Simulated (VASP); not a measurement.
BaTiO3: electric field gradients with r2SCAN

The system is BaTiO3.

```
Ba Ti O
1.0
     4.00600    0.00000    0.00000
     0.00000    4.00600    0.00000
     0.00000    0.00000    4.00600
Ba Ti O
1 1 3
Direct
  0.50000 0.50000 0.50000
  0.00000 0.00000 0.00000
  0.50000 0.00000 0.00000
  0.00000 0.50000 0.00000
  0.00000 0.00000 0.50000
```

```yaml
Program: VASP 6.6.1
Task: electric field gradients
Functional: r2SCAN
Potentials_or_basis: VASP PAW PBE potentials, release 64 (Ba_sv, Ti_sv, O)
Cutoff: 520 eV
k_mesh: 8 × 8 × 8
Occupations: fermi-dirac, width 0.02 eV
Spin: no spin polarisation
Dipole_correction: no
Further_INCAR_settings: ALGO = Normal; EDIFF = 1e-08; NBANDS = 28
```

* Pressure: 0.3 GPa
* Band gap on the k mesh: 2.13 eV, indirect (least direct gap 2.29 eV)

Levels at points of the mesh, in eV from the valence-band top:
```tsv
k point	band 16	band 17	band 18	band 19	band 20	band 21	band 22	band 23	band 24	band 25
(0.00, 0.00, 0.00)	-1.12	-1.12	-0.16	-0.16	-0.16	2.13	2.13	2.13	4.15	4.15
(0.50, 0.00, 0.00)	-1.92	-1.82	-1.82	-0.75	-0.75	2.28	3.84	3.84	4.16	6.28
(0.50, 0.50, 0.00)	-2.67	-1.79	-0.89	-0.89	-0.09	3.84	3.84	4.28	5.06	8.06
(0.50, 0.50, 0.50)	-2.42	-2.42	0.00	0.00	0.00	4.52	4.52	4.52	7.40	7.40
```

Electric field gradients, principal values (V/Å²):
| atom | least | middle | greatest (by size) |
| --- | --- | --- | --- |
| 1 Ba | 0.000 | 0.000 | 0.000 |
| 2 Ti | 0.000 | 0.000 | 0.000 |
| 3 O | -15.005 | -15.005 | 30.010 |
| 4 O | -15.005 | -15.005 | 30.010 |
| 5 O | -15.005 | -15.005 | 30.010 |

It took 3.6 min on 1 thread of Intel(R) Xeon(R) Platinum 8488C (Sapphire Rapids), with other jobs on the host, peak memory 0.21 GiB.

Caveat: without QUAD_EFG the Cq values of the log hold for a quadrupole moment of 1 mb, not for the nuclei; the PAW data sets were made with another functional, which shifts forces and pressure a little; spin-orbit coupling is left out, which moves the levels of the heavy elements. r2SCAN opens gaps a little over a GGA but as a rule still falls short of measured ones.
